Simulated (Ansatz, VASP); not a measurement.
## La: VASP beside Ansatz

The input INCAR:

```
PREC = Accurate
ENCUT = 520
EDIFF = 1E-6
ISMEAR = -1
SIGMA = 0.05
LREAL = False
LASPH = True
NELM = 100
ALGO = Fast
ISIF = 2
LWAVE = False
LCHARG = False
GGA = PS
NBANDS = 18
```

Contents of KPOINTS:

```
regular mesh
0
Gamma
  8 8 5
```

The input POSCAR:

```
La
1.0
    3.6734479077      0.0000000000      0.0000000000
   -1.8367239538      3.1812992075      0.0000000000
    0.0000000000      0.0000000000      5.9460876799
La
2
Direct
    0.6666666667      0.3333333333      0.7500000000
    0.3333333333      0.6666666667      0.2500000000
```

The input input.yaml:

```yaml
crystal:
  lattice:
    - [3.6734479077, 0.0, 0.0]
    - [-1.8367239538, 3.1812992075, 0.0]
    - [0.0, 0.0, 5.9460876799]
  atoms:
    - { symbol: La, position: [0.6666666667, 0.3333333333, 0.75] }
    - { symbol: La, position: [0.3333333333, 0.6666666667, 0.25] }
kpoints:
  mp_grid: { grid: [8, 8, 5] }
scf:
  occupations: { method: fermi_dirac, width: 0.05 }
hamiltonian:
  xc: pbesol
  pseudopotentials: { kind: all_electron, lapw: { basis_error: 0.0005 } }
output:
  forces: true
  stress: true
  eigenvalues: true
```

Change from the starting cell: volume scaled by 0.94.

Alike in both runs: task single point; functional PBEsol; k mesh 8 × 8 × 5; occupations fermi-dirac, width 0.05 eV; no spin polarisation.

|  | VASP | Ansatz |
| --- | --- | --- |
| version | VASP 6.6.1 | Ansatz 0.2.0 |
| potentials or method | VASP PAW PBE potentials, release 64 (La), cutoff 520 eV | all-electron LAPW, scalar-relativistic |

|  | VASP | Ansatz | Ansatz less VASP |
| --- | --- | --- | --- |
| gap on the k mesh at the Fermi level (eV) | none | none | - |
| pressure (GPa) | 0.1 | 0.0 | -0.05 |

VASP's potentials were made for PBE, not for PBEsol. A gap of «none» marks a metal or a gap that the smearing closes. Ansatz ran all-electron here, and VASP with PAW potentials.

Neither program's run includes spin-orbit coupling.
